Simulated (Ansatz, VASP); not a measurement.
# ZnSe: VASP beside Ansatz

```
Zn Se
1.0
     2.83380    2.83380    0.00000
    -2.83380    2.83380    0.00000
     0.00000    2.83380    2.83380
Zn Se
1 1
Direct
  0.00000 0.00000 0.00000
  0.75000 0.25000 0.50000
```

Alike in both runs: task relaxation of cell and atoms; functional PBEsol; k mesh 12 × 12 × 12; occupations fermi-dirac, width 0.1 eV; no spin polarisation.

```csv
,VASP,Ansatz
version,VASP 6.6.1,Ansatz 0.2.0
potentials or method,"VASP PAW PBE potentials, release 64 (Zn, Se)","PAW with Ansatz's default frozen-core files, scalar-relativistic"
plane-wave cutoff (eV),600,420
valence electrons in the cell,18,28
```

|  | VASP | Ansatz | Ansatz less VASP |
| --- | --- | --- | --- |
| relaxed volume (Å³/atom) | 22.44 | 22.34 | -0.097 |
| relaxed cell length with the largest relative difference (Å) | 3.989 | 3.983 | -0.0058 |

VASP's potentials were made for PBE, not for PBEsol. VASP's potentials hold 18 valence electrons a cell and Ansatz's 28, so a difference there can come from the potentials and not from the codes.
